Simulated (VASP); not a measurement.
Here is a VASP 6.6.1 calculation.

Contents of INCAR:

```
PREC = Accurate
ENCUT = 520
EDIFF = 1E-7
ISMEAR = -1
SIGMA = 0.1
LREAL = False
LASPH = True
NELM = 100
ALGO = Normal
ISIF = 2
LWAVE = False
LCHARG = True
GGA = PE
LELF = True
LVHAR = True
NBANDS = 18
```

The input KPOINTS:

```
regular mesh
0
Gamma
  11 11 11
```

POSCAR

```
ReBi
1.0
    0.0000000000      2.9829166390      2.9829166390
    2.9829166390      0.0000000000      2.9829166390
    2.9829166390      2.9829166390      0.0000000000
Re Bi
1 1
Direct
    0.0000000000      0.0000000000      0.0000000000
    0.2500000000      0.2500000000      0.2500000000
```

Potentials or basis: VASP PAW PBE potentials, release 64 (Re, Bi_d).

Launch:

```bash
$ cat potpaw_PBE.64/Re/POTCAR potpaw_PBE.64/Bi_d/POTCAR > POTCAR
$ mpirun -np 1 vasp_std > vasp.out
```

Question: Predict the pressure.

Answer: 14.0 GPa.

Caveat: the cell stands under pressure.
